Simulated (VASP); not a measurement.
# BaTiO3 (Amm2) in VASP: single point with PBEsol

Aim: the single point of BaTiO3 with PBEsol.

All numbers are computed with VASP 6.6.1; they aren't measurements. Logs are shortened: lines on timing, memory, paths and dates and some standing lists are left out, and cuts for length are marked.

### Step 1. The cell of the first run

The structure is orthorhombic, space group Amm2 (No. 38). The conventional cell has a = 3.950 Å, b = 5.657 Å, c = 5.678 Å, α = 90.00°, β = 90.00°, γ = 90.00°. Within 3.6 Å of Ba (site symmetry mm2) lie 12 O at 2.75 to 2.93 Å and 8 Ti at 3.40 to 3.52 Å. Within 2.5 Å of Ti (site symmetry mm2) lie 6 O at 1.87 to 2.15 Å. O (site symmetry mm2) has 2 Ti at 1.98 Å within 2.6 Å. O (site symmetry m) has 2 Ti at 1.87 to 2.15 Å within 2.5 Å.

### Step 2. Single point, PBEsol

Input file INCAR:

```
ALGO = Normal
EDIFF = 1E-6
ENCUT = 1340
GGA = PS
GGA_COMPAT = F
ISIF = 2
ISMEAR = -1
LASPH = T
LCHARG = T
LELF = T
LREAL = F
LVHAR = T
LWAVE = F
NBANDS = 28
NELM = 120
PREC = Accurate
SIGMA = 0.02
```

Input file KPOINTS:

```
k-points
0
Gamma
  6 6 6
```

Input file POSCAR:

```
BaTiO3
1.0
    3.9496744853      0.0000000000      0.0000000000
    0.0000000000      2.8285937929      2.8389848126
    0.0000000000     -2.8285937929      2.8389848126
Ba Ti O
1 1 3
Direct
    0.0000000000      0.0070645427      0.0070645427
    0.5000000000      0.5198990379      0.5198990379
    0.0000000000      0.4914239827      0.4914239827
    0.5000000000      0.4937231267      0.9847693101
    0.5000000000      0.9847693101      0.4937231267
```

Potentials or basis: VASP PAW PBE potentials, release 64 (Ba_sv, Ti_sv, O_h).

The run is started by

```console
> cat potpaw_PBE.64/Ba_sv/POTCAR potpaw_PBE.64/Ti_sv/POTCAR potpaw_PBE.64/O_h/POTCAR > POTCAR
> mpirun -np 1 vasp_std > vasp.out
```

OUTCAR:

```text
EDIFF = 1E-6
   ENCUT = 1340
   GGA = PS
   ISIF = 2
   ISMEAR = -1
   LASPH = T
   LREAL = F
   NELM = 120
   PREC = Accurate

 ion  position               nearest neighbor table
   1  0.000  0.007  0.007-   3 2.75   4 2.78   5 2.78   4 2.78   5 2.78   3 2.83   3 2.83   5 2.85
                             4 2.85   5 2.85   4 2.85   3 2.93   2 3.40   2 3.40   2 3.45   2 3.45
   2  0.500  0.520  0.520-   4 1.87   5 1.87   3 1.98   3 1.98   5 2.15   4 2.15   1 3.40   1 3.40
                             1 3.45   1 3.45   1 3.45   1 3.45   1 3.52   1 3.52
   3  0.000  0.491  0.491-   2 1.98   2 1.98   1 2.75   1 2.83   1 2.83   1 2.93
   4  0.500  0.494  0.985-   2 1.87   2 2.15   1 2.78   1 2.78   1 2.85   1 2.85
   5  0.500  0.985  0.494-   2 1.87   2 2.15   1 2.78   1 2.78   1 2.85   1 2.85

  LATTYP: Found a base centered orthorhombic cell.
 ALAT       =     5.6571875858
 B/A-ratio  =     1.0036735638
 C/A-ratio  =     0.6981692626

  Lattice vectors:

 A1 = (   0.0000000000,   2.8285937929,  -2.8389848126)
 A2 = (   0.0000000000,   2.8285937929,   2.8389848126)
 A3 = (   3.9496744853,   0.0000000000,   0.0000000000)

Analysis of symmetry for initial positions (statically):
=====================================================================
 Subroutine PRICEL returns:
 Original cell was already a primitive cell.

 Routine SETGRP: Setting up the symmetry group for a
 base centered orthorhombic supercell.

 Subroutine GETGRP returns: Found  4 space group operations
 (whereof  4 operations were pure point group operations)
 out of a pool of  8 trial point group operations.

The static configuration has the point symmetry C_2v.

Analysis of symmetry for dynamics (positions and initial velocities):
=====================================================================
 Subroutine PRICEL returns:
 Original cell was already a primitive cell.

 Routine SETGRP: Setting up the symmetry group for a
 base centered orthorhombic supercell.

 Subroutine GETGRP returns: Found  4 space group operations
 (whereof  4 operations were pure point group operations)
 out of a pool of  8 trial point group operations.

The dynamic configuration has the point symmetry C_2v.

 Subroutine INISYM returns: Found  4 space group operations
 (whereof  4 operations are pure point group operations),
 and found     1 'primitive' translations

----------------------------------------------------------------------------------------

                                     Primitive cell

[... 98 lines left out ...]
   EDIFFG = 0.1E-04   stopping-criterion for IOM
   NSW    =      0    number of steps for IOM
   IBRION =     -1    ionic relax: 0-MD 1-quasi-New 2-CG
   NFREE  =      0    steps in history (QN), initial steepest desc. (CG)
   ISIF   =      2    stress and relaxation
   ISYM   =      2    0-nonsym 1-usesym 2-fastsym
   POTIM  = 0.5000    time-step for ionic-motion
   TEBEG  =    0.0;   TEEND  =   0.0 temperature during run
   PSTRESS=    0.0 pullay stress
   NELECT =      40.0000    total number of electrons
   NUPDOWN=      -1.0000    fix difference up-down
   EMIN   =  10.00;   EMAX   =-10.00  energy-range for DOS
   EFERMI =   0.00;   METHOD = LEGACY
   ISMEAR =    -1;   SIGMA  =   0.02  broadening in eV -4-tet -1-fermi 0-gaus
   EFERMI_NEDOS =   21; number of points for ismear=-14 and -15
   IALGO  =     38    algorithm
   IMIX   =      4    mixing-type and parameters
     AMIX     =   0.40;   BMIX     =  1.00
     AMIX_MAG =   1.60;   BMIX_MAG =  1.00
  volume/ion in A,a.u.               =      12.69        85.62
  Fermi-wavevector in a.u.,A,eV,Ry     =   1.403847  2.652887 26.814185  1.970787
  Thomas-Fermi vector in A             =   2.526468
   LORBIT       =      0    0 simple, 1 ext, 2 COOP (PROOUT), +10 PAW based schemes
   GGA     = PS    functional components
   LHFCALC =     F    Hartree Fock is set to
   AEXX    =    0.0000 exact exchange contribution
   IVDW    =     0    specifies the selected vdW correction
   LEPSILON=     F    determine dielectric tensor
   LRPA    =     F    only Hartree local field effects (RPA)
 non-spin polarized calculation
  energy-cutoff  :     1340.00
  volume of cell :       63.43
 maximum number of plane-waves:      7096
 NGX is ok and might be reduce to    48
   NGX = 23   NGY = 23   NGZ = 23

 number of electron      40.0000002 magnetization

 Free energy of the ion-electron system (eV)
  ---------------------------------------------------
  ext. energy  EPLUGINS =         0.00000000
  ---------------------------------------------------
  free energy    TOTEN  =       -42.02759523 eV

  energy without entropy =      -42.02759523  energy(sigma->0) =      -42.02759523

 E-fermi :   4.5460     XC(G=0): -11.5653

 val. band max:        4.1291593316   @ k =   0.5000   0.5000   0.5000
 cond. band min:       6.2238424234   @ k =   0.0000   0.0000   0.0000
 fundamental gap:      2.0946830917
 Fermi energy:         4.5459650829

 k-point     1 :       0.0000    0.0000    0.0000
  band No.  band energies     occupation
      1     -51.9659      2.00000
      2     -28.3484      2.00000
      3     -28.3432      2.00000
      4     -28.3004      2.00000
      5     -20.6301      2.00000
      6     -12.6978      2.00000
[... 733 lines left out ...]
     27      12.3199      0.00000
     28      12.7387      0.00000

 [... further k-points ...]

------------------------ aborting loop because EDIFF is reached ----------------------------------------

  FORCE on cell =-STRESS in cart. coord.  units (eV):
  Direction    XX          YY          ZZ          XY          YZ          ZX
  --------------------------------------------------------------------------------------
  -------------------------------------------------------------------------------------
  Total        0.6871480      0.6858782      0.6780011      0.0000000      0.0000000      0.0000000
  in kB       17.3554526     17.3233798     17.1244259      0.0000000      0.0000000      0.0000000
  external PRESSURE =      17.2677528 kB  Pullay stress =       0.0000000 kB

 VOLUME and BASIS-vectors are now :
 -----------------------------------------------------------------------------
  energy-cutoff  :     1340.00
  volume of cell :       63.43
      direct lattice vectors                 reciprocal lattice vectors
     3.949674485  0.000000000  0.000000000     0.253185422  0.000000000  0.000000000
     0.000000000  2.828593793  2.838984813     0.000000000  0.176766279  0.176119294
     0.000000000 -2.828593793  2.838984813     0.000000000 -0.176766279  0.176119294

 POSITION                                       TOTAL-FORCE (eV/Angst)
 -----------------------------------------------------------------------------------
      0.00000      0.00000      0.04011         0.000000     -0.000000     -0.040086
      1.97484      0.00000      2.95197         0.000000     -0.000000     -0.022852
      0.00000      0.00000      2.79029         0.000000     -0.000000      0.016969
      1.97484     -1.38897      4.19742         0.000000     -0.005329      0.022984
      1.97484      1.38897      4.19742         0.000000      0.005329      0.022984
 -----------------------------------------------------------------------------------
    total drift:                                0.000000      0.000000     -0.000609

  FREE ENERGIE OF THE ION-ELECTRON SYSTEM (eV)
  ---------------------------------------------------
  free  energy   TOTEN  =       -42.0275952265 eV

  energy  without entropy=      -42.0275952265  energy(sigma->0) =      -42.02759523
```

OSZICAR:

```text
N       E                     dE             d eps       ncg     rms          rms(c)
DAV:   1     0.670196971833E+03    0.67020E+03   -0.35968E+04  2912   0.312E+03
DAV:   2     0.767487185857E+02   -0.59345E+03   -0.56739E+03  2976   0.649E+02
DAV:   3    -0.434986051719E+02   -0.12025E+03   -0.11376E+03  4432   0.215E+02
DAV:   4    -0.516313463800E+02   -0.81327E+01   -0.81025E+01  3888   0.543E+01
DAV:   5    -0.519634914220E+02   -0.33215E+00   -0.33184E+00  4580   0.106E+01    0.239E+01
DAV:   6    -0.421484506277E+02    0.98150E+01   -0.50374E+01  4452   0.669E+01    0.999E+00
DAV:   7    -0.421872859605E+02   -0.38835E-01   -0.99850E+00  4064   0.225E+01    0.733E+00
DAV:   8    -0.420195014825E+02    0.16778E+00   -0.80992E-01  3588   0.833E+00    0.325E+00
DAV:   9    -0.420464291666E+02   -0.26928E-01   -0.26715E-01  4288   0.410E+00    0.133E+00
DAV:  10    -0.420292450059E+02    0.17184E-01   -0.97931E-02  3488   0.333E+00    0.532E-01
DAV:  11    -0.420276980171E+02    0.15470E-02   -0.99151E-03  4152   0.651E-01    0.975E-02
DAV:  12    -0.420276593788E+02    0.38638E-04   -0.58229E-04  3604   0.193E-01    0.779E-02
DAV:  13    -0.420275961447E+02    0.63234E-04   -0.39330E-04  3620   0.213E-01    0.249E-02
DAV:  14    -0.420275981119E+02   -0.19672E-05   -0.86147E-05  3992   0.683E-02    0.139E-02
DAV:  15    -0.420275958269E+02    0.22850E-05   -0.24446E-05  4132   0.462E-02    0.948E-03
DAV:  16    -0.420275952265E+02    0.60037E-06   -0.27889E-06  2416   0.172E-02
   1 F= -.42027595E+02 E0= -.42027595E+02  d E =-.940257E-11
```

stdout:

```text
POSCAR found type information on POSCAR BaTiO
 POSCAR found :  3 types and       5 ions
 scaLAPACK will be used
 -----------------------------------------------------------------------------
|                                                                             |
|                                                                             |
|     You enforced a specific xc type in the INCAR file but a different       |
|     I HOPE YOU KNOW WHAT YOU ARE DOING!                                     |
|                                                                             |
 -----------------------------------------------------------------------------

 LDA part: xc-table for (Slater+PW92), standard interpolation
 POSCAR, INCAR and KPOINTS ok, starting setup
 FFT: planning ... GRIDC
 FFT: planning ... GRID_SOFT
 FFT: planning ... GRID
 WAVECAR not read
 entering main loop
```

Run time: 4.7 min. Hardware: 1 thread of Intel Xeon Platinum 8259CL at 2.50GHz (Skylake/Cascade Lake), shared host; peak memory 0.59 GiB.

What came out:

| Quantity | Value |
| --- | --- |
| Free energy | -42.0276 eV |
| Pressure | 1.7 GPa |
| Largest force | 0.040 eV/Å |
| Band gap on the k mesh | 2.09 eV (least direct gap 2.44 eV) |

Forces on the atoms (eV/Å):
```
Ba   0.000  0.000 -0.040
Ti   0.000  0.000 -0.023
O    0.000  0.000  0.017
O    0.000 -0.005  0.023
O    0.000  0.005  0.023
```

Caveat: the PAW data sets were made with another functional, which shifts forces and pressure a little; spin-orbit coupling is left out, which moves the levels of the heavy elements. A k mesh can miss the band edges.
